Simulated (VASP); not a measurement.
# MgTl (Pm-3m) in VASP: notebook, part 2 of 2

VASP 6.6.1. Earlier steps stand in the parts before.

## (4) Electric field gradients, LDA (23.53 Å³/atom)

This run uses another cell than the first one, of 23.53 Å³/atom.

File INCAR:

```
PREC = Accurate
ENCUT = 520
EDIFF = 1E-8
ISMEAR = -1
SIGMA = 0.05
LREAL = F
LASPH = T
NELM = 60
ALGO = Normal
ISIF = 2
LWAVE = F
LCHARG = F
GGA = CA
LEFG = T
NBANDS = 14
```

File KPOINTS:

```
Automatic mesh
0
Gamma
  9 9 9
```

File POSCAR:

```
MgTl
1.0
    3.6106032918      0.0000000000      0.0000000000
    0.0000000000      3.6106032918      0.0000000000
    0.0000000000      0.0000000000      3.6106032918
Mg Tl
1 1
Direct
    0.0000000000      0.0000000000      0.0000000000
    0.5000000000      0.5000000000      0.5000000000
```

Potentials or basis: VASP PAW LDA potentials, release 64 (Mg, Tl_d).

Started as:

```bash
> cat potpaw_LDA.64/Mg/POTCAR potpaw_LDA.64/Tl_d/POTCAR > POTCAR
> mpirun -np 1 vasp_std > vasp.out
```

OUTCAR:

```text
PREC = Accurate
   ENCUT = 520
   EDIFF = 1E-8
   ISMEAR = -1
   LREAL = F
   LASPH = T
   NELM = 60
   ISIF = 2
   GGA = CA

 ion  position               nearest neighbor table
   1  0.000  0.000  0.000-   2 3.13   2 3.13   2 3.13   2 3.13   2 3.13   2 3.13   2 3.13   2 3.13

   2  0.500  0.500  0.500-   1 3.13   1 3.13   1 3.13   1 3.13   1 3.13   1 3.13   1 3.13   1 3.13

  LATTYP: Found a simple cubic cell.
 ALAT       =     3.6106032918

  Lattice vectors:

 A1 = (   3.6106032918,   0.0000000000,   0.0000000000)
 A2 = (   0.0000000000,   3.6106032918,   0.0000000000)
 A3 = (   0.0000000000,   0.0000000000,   3.6106032918)

Analysis of symmetry for initial positions (statically):
=====================================================================
 Subroutine PRICEL returns:
 Original cell was already a primitive cell.

 Routine SETGRP: Setting up the symmetry group for a
 simple cubic supercell.

 Subroutine GETGRP returns: Found 48 space group operations
 (whereof 48 operations were pure point group operations)
[... 597 lines left out ...]
     0.000000000  3.610603292  0.000000000     0.000000000  0.276962025  0.000000000
     0.000000000  0.000000000  3.610603292     0.000000000  0.000000000  0.276962025

 POSITION                                       TOTAL-FORCE (eV/Angst)
 -----------------------------------------------------------------------------------
      0.00000      0.00000      0.00000         0.000000      0.000000      0.000000
      1.80530      1.80530      1.80530         0.000000      0.000000      0.000000
 -----------------------------------------------------------------------------------
    total drift:                                0.000000      0.000000      0.000000

  FREE ENERGIE OF THE ION-ELECTRON SYSTEM (eV)
  ---------------------------------------------------
  free  energy   TOTEN  =        -5.0659336727 eV

  energy  without entropy=       -5.0571647232  energy(sigma->0) =       -5.06154920

 Electric field gradients (V/A^2)
---------------------------------------------------------------------
 ion       V_xx      V_yy      V_zz      V_xy      V_xz      V_yz
---------------------------------------------------------------------
   1       0.000     0.000     0.000    -0.000     0.000     0.000
   2      -0.000    -0.000    -0.000    -0.000    -0.000    -0.000
---------------------------------------------------------------------

 Electric field gradients after diagonalization (V/A^2)
 (convention: |V_zz| > |V_xx| > |V_yy|)
----------------------------------------------------------------------
 ion       V_xx      V_yy      V_zz     asymmetry (V_yy - V_xx)/ V_zz
----------------------------------------------------------------------
   1       0.000     0.000     0.000      -0.617
   2      -0.000    -0.000    -0.000      -0.183
----------------------------------------------------------------------

           NMR quadrupolar parameters

 Cq : quadrupolar parameter    Cq=e*Q*V_zz/h
 eta: asymmetry parameters     (V_yy - V_xx)/ V_zz
 Q  : nuclear electric quadrupole moment in mb (millibarn)
----------------------------------------------------------------------
 ion       Cq(MHz)       eta       Q (mb)
----------------------------------------------------------------------
   1       0.000      -0.617       1.000
   2      -0.000      -0.183       1.000
----------------------------------------------------------------------
```

OSZICAR:

```text
N       E                     dE             d eps       ncg     rms          rms(c)
DAV:   1     0.564003741149E+02    0.56400E+02   -0.73047E+03  1028   0.900E+02
DAV:   2    -0.408765766415E+01   -0.60488E+02   -0.58168E+02  1166   0.198E+02
DAV:   3    -0.517404941216E+01   -0.10864E+01   -0.10845E+01  1238   0.230E+01
DAV:   4    -0.517959360815E+01   -0.55442E-02   -0.55439E-02  1220   0.186E+00
DAV:   5    -0.517967050282E+01   -0.76895E-04   -0.76895E-04  1226   0.206E-01    0.267E+00
DAV:   6    -0.510027267483E+01    0.79398E-01   -0.63766E-02  1196   0.213E+00    0.179E+00
DAV:   7    -0.506747388198E+01    0.32799E-01   -0.36222E-02  1154   0.152E+00    0.632E-01
DAV:   8    -0.506599879550E+01    0.14751E-02   -0.31252E-03  1280   0.385E-01    0.580E-02
DAV:   9    -0.506593741077E+01    0.61385E-04   -0.18429E-04  1130   0.826E-02    0.197E-02
DAV:  10    -0.506593375146E+01    0.36593E-05   -0.64549E-06  1238   0.160E-02    0.586E-03
DAV:  11    -0.506593370496E+01    0.46504E-07   -0.31993E-07  1202   0.391E-03    0.688E-04
DAV:  12    -0.506593367207E+01    0.32890E-07   -0.99433E-08  1220   0.244E-03    0.220E-04
DAV:  13    -0.506593367274E+01   -0.67030E-09   -0.18213E-09   682   0.292E-04
   1 F= -.50659337E+01 E0= -.50615492E+01  d E =-.876895E-02
```

stdout:

```text
POSCAR found type information on POSCAR MgTl
 POSCAR found :  2 types and       2 ions
 scaLAPACK will be used
 LDA part: xc-table for (Slater(with rela. corr.)+CA(PZ))
 , standard interpolation
 POSCAR, INCAR and KPOINTS ok, starting setup
 FFT: planning ... GRIDC
 FFT: planning ... GRID_SOFT
 FFT: planning ... GRID
 WAVECAR not read
 entering main loop
ion   1

ion   2
```

Wall time 25 s (1 thread of Intel Xeon 8259CL, shared host); peak memory 0.16 GiB.

What came out:

| Property | Result |
| --- | --- |
| Free energy | -5.0659 eV |
| Pressure | -2.0 GPa |
| Band gap on the k mesh | zero (an odd number of electrons rules out a gap without spin polarisation) |
| Largest electric field gradient by atom | zero within the noise of the run |

Caveat: spin-orbit coupling is left out, which moves the levels of the heavy elements.
